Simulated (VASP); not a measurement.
# AlFe (P1) in VASP: a series of runs

AlFe is run at these levels: PBE; tasks: single point.

All numbers are computed with VASP 6.6.1; they aren't measurements. Logs are shortened: lines on timing, memory, paths and dates and some standing lists are left out, and cuts for length are marked.

## Step 1: The cell of the first run

The typed cell holds 8 atoms: a = 6.195 Å, b = 6.195 Å, c = 3.098 Å, α = 90.00°, β = 90.00°, γ = 90.00°.

## Step 2: Single point, PBE, collinear spin, antiferromagnetic start

The input, INCAR:

```
ALGO = Normal
EDIFF = 1E-6
ENCUT = 520
GGA = PE
ISIF = 2
ISMEAR = -1
ISPIN = 2
LASPH = True
LCHARG = True
LELF = True
LMAXMIX = 4
LORBIT = 11
LREAL = False
LVHAR = True
LWAVE = False
MAGMOM = 4 -4 -4 4 0 0 0 0
NBANDS = 36
NELM = 150
PREC = Accurate
SIGMA = 0.1
```

The input, KPOINTS:

```
k-points
0
Gamma
  1 1 1
```

The input, POSCAR:

```
AlFe
1.0
    6.1952055240      0.0000000000      0.0000000000
    0.0000000000      6.1952055240      0.0000000000
    0.0000000000      0.0000000000      3.0976027620
Fe Al
4 4
Direct
    0.0054509800     -0.0034117650      0.0241960780
   -0.0087450980      0.5067843140      0.0289019610
    0.5092156860      0.0045882350      0.0275686270
    0.4958823530      0.4955686270      0.0131372550
    0.2541960780      0.2529411760      0.5278823530
    0.2549019610      0.7532549020      0.5187058820
    0.7456470590      0.2463529410      0.5292941180
    0.7403921570      0.7504313730      0.5258431370
```

Potentials or basis: VASP PAW PBE potentials, release 64 (Fe, Al).

Run with:

```sh
> cat potpaw_PBE.64/Fe/POTCAR potpaw_PBE.64/Al/POTCAR > POTCAR
> mpirun -np 1 vasp_gam > vasp.out
```

OUTCAR:

```text
EDIFF = 1E-6
   ENCUT = 520
   GGA = PE
   ISIF = 2
   ISMEAR = -1
   ISPIN = 2
   LASPH = True
   LORBIT = 11
   LREAL = False
   NELM = 150
   PREC = Accurate

 ion  position               nearest neighbor table
   1  0.005  0.997  0.024-   6 2.65   6 2.67   5 2.69   5 2.71   7 2.71   8 2.72   7 2.73   8 2.73
                             2 3.04   3 3.07   3 3.12
   2  0.991  0.507  0.029-   8 2.66   8 2.67   6 2.70   7 2.70   7 2.71   6 2.74   5 2.74   5 2.75
                             1 3.04   4 3.07
   3  0.509  0.005  0.028-   7 2.60   7 2.61   8 2.63   8 2.64   6 2.69   5 2.69   5 2.70   6 2.72
                             4 3.04   1 3.07   1 3.12
   4  0.496  0.496  0.013-   5 2.60   7 2.65   5 2.65   8 2.66   6 2.67   6 2.69   8 2.70   7 2.71
                             3 3.04   2 3.07
   5  0.254  0.253  0.528-   4 2.60   4 2.65   3 2.69   1 2.69   3 2.70   1 2.71   2 2.74   2 2.75
                             7 3.04   6 3.10   6 3.10   7 3.15
   6  0.255  0.753  0.519-   1 2.65   1 2.67   4 2.67   3 2.69   4 2.69   2 2.70   3 2.72   2 2.74
                             8 3.01   5 3.10   5 3.10   8 3.19
   7  0.746  0.246  0.529-   3 2.60   3 2.61   4 2.65   2 2.70   2 2.71   4 2.71   1 2.71   1 2.73
                             5 3.04   8 3.07   8 3.12   5 3.15
   8  0.740  0.750  0.526-   3 2.63   3 2.64   2 2.66   4 2.66   2 2.67   4 2.70   1 2.72   1 2.73
                             6 3.01   7 3.07   7 3.12   6 3.19

  LATTYP: Found a simple tetragonal cell.
 ALAT       =     6.1952055240
 C/A-ratio  =     0.5000000000

  Lattice vectors:

 A1 = (   6.1952055240,   0.0000000000,   0.0000000000)
 A2 = (   0.0000000000,   6.1952055240,   0.0000000000)
 A3 = (   0.0000000000,   0.0000000000,   3.0976027620)

Analysis of symmetry for initial positions (statically):
=====================================================================
 Subroutine PRICEL returns:
 Original cell was already a primitive cell.

 Routine SETGRP: Setting up the symmetry group for a
 simple tetragonal supercell.

 Subroutine GETGRP returns: Found  1 space group operations
 (whereof  1 operations were pure point group operations)
 out of a pool of 16 trial point group operations.

The static configuration has the point symmetry C_1 .

Analysis of symmetry for dynamics (positions and initial velocities):
=====================================================================
 Subroutine PRICEL returns:
 Original cell was already a primitive cell.

 Routine SETGRP: Setting up the symmetry group for a
 simple tetragonal supercell.

 Subroutine GETGRP returns: Found  1 space group operations
 (whereof  1 operations were pure point group operations)
[... 148 lines left out ...]
  free energy    TOTEN  =       -58.17038334 eV

  energy without entropy =      -57.84346126  energy(sigma->0) =      -58.00692230

 E-fermi :   7.2133     XC(G=0): -11.0836

 val. band max:        7.0693251469   @ k =   0.0000   0.0000   0.0000
 cond. band min:       7.2203826595   @ k =   0.0000   0.0000   0.0000
 fundamental gap:      0.1510575126
 Fermi energy:         7.2133213190

 spin component 1

 k-point     1 :       0.0000    0.0000    0.0000
  band No.  band energies     occupation
      1      -3.2907      1.00000
      2       0.1258      1.00000
      3       0.1319      1.00000
      4       0.7985      1.00000
      5       0.8711      1.00000
      6       1.7410      1.00000
[... 26 lines left out ...]
     33      14.0358      0.00000
     34      14.0425      0.00000
 Fermi energy:         7.2133213190

 spin component 2

 k-point     1 :       0.0000    0.0000    0.0000
  band No.  band energies     occupation
      1      -3.2885      1.00000
      2       0.1304      1.00000
      3       0.1314      1.00000
      4       0.7962      1.00000
      5       0.9258      1.00000
      6       1.7464      1.00000
[... 26 lines left out ...]
     33      14.0361      0.00000
     34      14.0404      0.00000
 [bands above 34 left out]

------------------------ aborting loop because EDIFF is reached ----------------------------------------

  FORCE on cell =-STRESS in cart. coord.  units (eV):
  Direction    XX          YY          ZZ          XY          YZ          ZX
  --------------------------------------------------------------------------------------
  -------------------------------------------------------------------------------------
  Total       11.8321774     12.1226679    -58.4160398     -0.0398327      0.0171535     -0.0065120
  in kB      159.4549833    163.3697441   -787.2370656     -0.5368010      0.2311667     -0.0877580
  external PRESSURE =    -154.8041127 kB  Pullay stress =       0.0000000 kB

 VOLUME and BASIS-vectors are now :
 -----------------------------------------------------------------------------
  energy-cutoff  :      520.00
  volume of cell :      118.89
      direct lattice vectors                 reciprocal lattice vectors
     6.195205524  0.000000000  0.000000000     0.161415145  0.000000000  0.000000000
     0.000000000  6.195205524  0.000000000     0.000000000  0.161415145  0.000000000
     0.000000000  0.000000000  3.097602762     0.000000000  0.000000000  0.322830291

 POSITION                                       TOTAL-FORCE (eV/Angst)
 -----------------------------------------------------------------------------------
      0.03377      6.17407      0.07495        -0.181266      0.085691      0.036912
      6.14103      3.13963      0.08953         0.279702     -0.134292     -0.054780
      3.15470      0.02843      0.08540        -0.405360     -0.068445     -0.044719
      3.07209      3.07015      0.04069         0.140262      0.127464      0.181399
      1.57480      1.56702      1.63517        -0.097295     -0.093157     -0.060446
      1.57917      4.66657      1.60674         0.024366      0.008184      0.026767
      4.61944      1.52621      1.63954         0.150281      0.059061     -0.048322
      4.58688      4.64908      1.62885         0.089310      0.015494     -0.036811
 -----------------------------------------------------------------------------------
    total drift:                               -0.000244     -0.000592      0.000546

  FREE ENERGIE OF THE ION-ELECTRON SYSTEM (eV)
  ---------------------------------------------------
  free  energy   TOTEN  =       -58.1703833406 eV

  energy  without entropy=      -57.8434612555  energy(sigma->0) =      -58.00692230

 total charge

# of ion       s       p       d       tot
------------------------------------------
    1        0.450   0.327   6.234   7.011
    2        0.449   0.327   6.223   6.999
    3        0.459   0.332   6.322   7.113
    4        0.454   0.332   6.296   7.082
    5        0.450   0.303   0.000   0.753
    6        0.450   0.303   0.000   0.753
    7        0.450   0.306   0.000   0.756
    8        0.450   0.306   0.000   0.757
--------------------------------------------------
tot          3.612   2.537  25.075  31.224

 magnetization (x)

# of ion       s       p       d       tot
------------------------------------------
    1        0.004   0.019   2.588   2.611
    2       -0.006  -0.019  -2.605  -2.630
    3       -0.004  -0.015  -2.001  -2.020
    4        0.003   0.018   2.402   2.423
    5       -0.001  -0.002   0.000  -0.003
    6       -0.001  -0.001   0.000  -0.001
    7        0.001  -0.001   0.000   0.000
    8        0.001  -0.000   0.000   0.001
--------------------------------------------------
tot         -0.003   0.000   0.385   0.382
```

OSZICAR:

```text
N       E                     dE             d eps       ncg     rms          rms(c)
DAV:   1     0.319739432405E+03    0.31974E+03   -0.18362E+04   144   0.142E+03
DAV:   2    -0.330221517168E+02   -0.35276E+03   -0.32689E+03   152   0.315E+02
[... 32 lines left out ...]
DAV:  35    -0.581703340457E+02   -0.41345E-04   -0.30747E-04   208   0.139E-01    0.837E-02
DAV:  36    -0.581703648820E+02   -0.30836E-04   -0.33412E-04   212   0.144E-01    0.573E-02
DAV:  37    -0.581703763116E+02   -0.11430E-04   -0.17600E-04   224   0.983E-02    0.239E-02
DAV:  38    -0.581703807801E+02   -0.44685E-05   -0.29848E-05   208   0.433E-02    0.146E-02
DAV:  39    -0.581703827844E+02   -0.20043E-05   -0.23573E-05   160   0.325E-02    0.917E-03
DAV:  40    -0.581703833406E+02   -0.55612E-06   -0.81593E-06   132   0.203E-02
   1 F= -.58170383E+02 E0= -.58006922E+02  d E =-.326922E+00  mag=     0.3768
```

stdout:

```text
POSCAR found type information on POSCAR FeAl
 POSCAR found :  2 types and       8 ions
 scaLAPACK will be used
 LDA part: xc-table for (Slater+PW92), standard interpolation
 POSCAR, INCAR and KPOINTS ok, starting setup
 FFT: planning ... GRIDC
 FFT: planning ... GRID_SOFT
 FFT: planning ... GRID
 WAVECAR not read
 entering main loop
```

Wall time 67 s (1 thread of Intel Xeon 6975P-C, shared host); peak memory 0.25 GiB.

Results:

```
Free energy                                           : -58.1704 eV
Pressure                                              : -15.5 GPa
Largest force                                         : 0.414 eV/Å
Band gap on the k mesh                                : 0.15 eV
Net moment                                            : 0.38 μB per cell
Site moments                                          : Fe +2.61, -2.63, -2.02, +2.42; Al -0.00, +0.00 μB
Valence electrons inside the program's atomic spheres : Fe 7.01, 7.00, 7.11, 7.08; Al 0.75, 0.76
```

Forces on the atoms (eV/Å):
```
Fe  -0.181  0.086  0.037
Fe   0.280 -0.134 -0.055
Fe  -0.405 -0.068 -0.045
Fe   0.140  0.127  0.181
Al  -0.097 -0.093 -0.060
Al   0.024  0.008  0.027
Al   0.150  0.059 -0.048
Al   0.089  0.015 -0.037
```

Levels at points of the mesh, in eV from the valence-band top:
Spin up:
| k point | band 18 | band 19 | band 20 | band 21 | band 22 | band 23 | band 24 | band 25 | band 26 | band 27 |
| --- | --- | --- | --- | --- | --- | --- | --- | --- | --- | --- |
| (0.00, 0.00, 0.00) | -2.10 | -0.95 | -0.80 | -0.57 | 0.00 | 0.31 | 0.34 | 0.42 | 0.45 | 0.86 |
Spin down:
| k point | band 17 | band 18 | band 19 | band 20 | band 21 | band 22 | band 23 | band 24 | band 25 | band 26 |
| --- | --- | --- | --- | --- | --- | --- | --- | --- | --- | --- |
| (0.00, 0.00, 0.00) | -2.15 | -1.94 | -0.91 | -0.88 | -0.34 | 0.15 | 0.23 | 0.53 | 0.58 | 0.62 |

Caveat: the k points lie up to 2.03 Å⁻¹ apart.

## Step 3: Single point, PBE, collinear spin, antiferromagnetic start

The input, INCAR:

```
SYSTEM = AlFe
PREC = Accurate ; ENCUT = 520
EDIFF = 1E-6 ; ISMEAR = -1
SIGMA = 0.1 ; LREAL = .False.
LASPH = .True. ; NELM = 150
ALGO = Normal ; ISIF = 2
LWAVE = .False. ; LCHARG = .False.
ISPIN = 2 ; MAGMOM = 2 -2 -2 2 0 0 0 0
LORBIT = 11 ; LMAXMIX = 4
GGA = PE ; NBANDS = 36
```

The input, KPOINTS:

```
Automatic mesh
0
Gamma
  1 1 1
  0 0 0
```

POSCAR is that of step 2.

Potentials or basis: VASP PAW PBE potentials, release 64 (Fe, Al).

Run with:

```sh
> cat potpaw_PBE.64/Fe/POTCAR potpaw_PBE.64/Al/POTCAR > POTCAR
> mpirun -np 1 vasp_gam > vasp.out
```

Wall time 66 s (1 thread of Intel Xeon 6975P-C, shared host); peak memory 0.25 GiB.

It converged, with:

```
Free energy                                           : -58.1704 eV
Pressure                                              : -15.5 GPa
Largest force                                         : 0.414 eV/Å
Band gap on the k mesh                                : 0.15 eV
Net moment                                            : 0.37 μB per cell
Site moments                                          : Fe +2.61, -2.63, -2.02, +2.42; Al -0.00, +0.00 μB
Valence electrons inside the program's atomic spheres : Fe 7.01, 7.00, 7.11, 7.08; Al 0.75, 0.76
```

Forces on the atoms (eV/Å):
```
Fe  -0.181  0.086  0.037
Fe   0.280 -0.134 -0.055
Fe  -0.406 -0.069 -0.045
Fe   0.140  0.128  0.182
Al  -0.099 -0.092 -0.060
Al   0.022  0.007  0.027
Al   0.153  0.061 -0.048
Al   0.091  0.014 -0.037
```

Stress tensor (GPa, compression positive):
```
 15.92  -0.06  -0.01
 -0.06  16.32   0.02
 -0.01   0.02 -78.73
```

Levels at points of the mesh, in eV from the valence-band top:
Spin up:
| k point | band 19 | band 20 | band 21 | band 22 | band 23 | band 24 | band 25 | band 26 |
| --- | --- | --- | --- | --- | --- | --- | --- | --- |
| (0.00, 0.00, 0.00) | -0.95 | -0.81 | -0.57 | 0.00 | 0.31 | 0.34 | 0.42 | 0.45 |
Spin down:
```csv
k point,band 18,band 19,band 20,band 21,band 22,band 23,band 24,band 25
"(0.00, 0.00, 0.00)",-1.94,-0.91,-0.88,-0.35,0.15,0.23,0.53,0.58
```

Caveat: the k points lie up to 2.03 Å⁻¹ apart.
